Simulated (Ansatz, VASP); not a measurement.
**Two plane-wave programs on Zn**

```
Zn
1.0
     1.88937    0.00000    0.00000
     0.00000    1.88937    0.00000
     0.00000    0.00000    1.88937
Zn
1
Direct
  0.00000 0.00000 0.00000
```

Change from the starting cell: volume scaled by 0.4, PAW files.

Alike in both runs: task single point; functional PBEsol; k mesh 17 × 17 × 17; occupations fermi-dirac, width 0.05 eV; no spin polarisation.

|  | VASP | Ansatz |
| --- | --- | --- |
| version | VASP 6.6.1 | Ansatz 0.2.0 |
| potentials or method | VASP PAW PBE potentials, release 64 (Zn) | PAW with Ansatz's default frozen-core files, scalar-relativistic |
| plane-wave cutoff (eV) | 520 | 420 |
| valence electrons in the cell | 12 | 12 |

VASP gave:

| Quantity | Value |
| --- | --- |
| pressure (GPa) | 545.5 |

Task: Estimate Ansatz's values.

Result: Pressure (GPa): 530.0.

VASP's potentials were made for PBE, not for PBEsol. Both programs put the cell under a high pressure, so it lies far from rest at this level.

Noted on VASP's run: the cell as given lies far from equilibrium.
